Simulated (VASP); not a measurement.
Wanted: the native input for a VASP 6.6.1 run.

| Item | Value |
| --- | --- |
| Task | relaxation of cell and atoms |
| Functional | PBEsol |
| Potentials or basis | VASP PAW PBE potentials, release 64 (K_sv, I) |
| Cutoff | 500 eV |
| k mesh | 7 × 7 × 7 |
| Occupations | fermi-dirac, width 0.02 eV |
| Spin | no spin polarisation |
| Dipole correction | no |
| Further INCAR settings | ALGO = Normal; EDIFF = 1e-07; IBRION = 2; EDIFFG = -0.01; NSW = 80; ISIF = 3 |

The structure of KI lies in POSCAR:

```
KI
1.0
    0.0000000000      3.5327750000      3.5327750000
    3.5327750000      0.0000000000      3.5327750000
    3.5327750000      3.5327750000      0.0000000000
K I
1 1
Direct
    0.0000000000      0.0000000000      0.0000000000
    0.5000000000      0.5000000000      0.5000000000
```

The input as run:

INCAR

```
SYSTEM = KI
  ALGO = Normal
  EDIFF = 1E-7
  EDIFFG = -0.01
  ENCUT = 500
  GGA = PS
  GGA_COMPAT = .False.
  IBRION = 2
  ISIF = 3
  ISMEAR = -1
  LASPH = .True.
  LCHARG = .False.
  LREAL = .False.
  LWAVE = .False.
  NELM = 120
  NELMIN = 4
  NSW = 80
  PREC = Accurate
  SIGMA = 0.02
```

KPOINTS

```
k-points
0
Gamma
  7 7 7
  0 0 0
```

Potentials or basis: VASP PAW PBE potentials, release 64 (K_sv, I).

Launch:

```console
$ cat potpaw_PBE.64/K_sv/POTCAR potpaw_PBE.64/I/POTCAR > POTCAR
$ mpirun -np 1 vasp_std > vasp.out
```

Results of the run:

```yaml
Relaxed_volume: 43.15 Å³/atom
Relaxed_cell: a = 4.960 Å, b = 4.960 Å, c = 4.960 Å, α = 60.00°, β = 60.00°, γ = 60.00°
Space_group_after_relaxing_to_0.1_Å: Fm-3m (No. 225)
Energy_gained_by_relaxing: 0.8 meV/atom
Ionic_steps: 3
Pressure_after_relaxing: 0.0 GPa
Band_gap_on_the_k_mesh: 3.86 eV
```

Caveat: the PAW data sets were made with another functional, which shifts forces and pressure a little; spin-orbit coupling is left out, which moves the levels of the heavy elements.

Run time: 100 s on 1 thread of Intel Xeon 8259CL, on a shared host, peak memory 0.22 GiB.
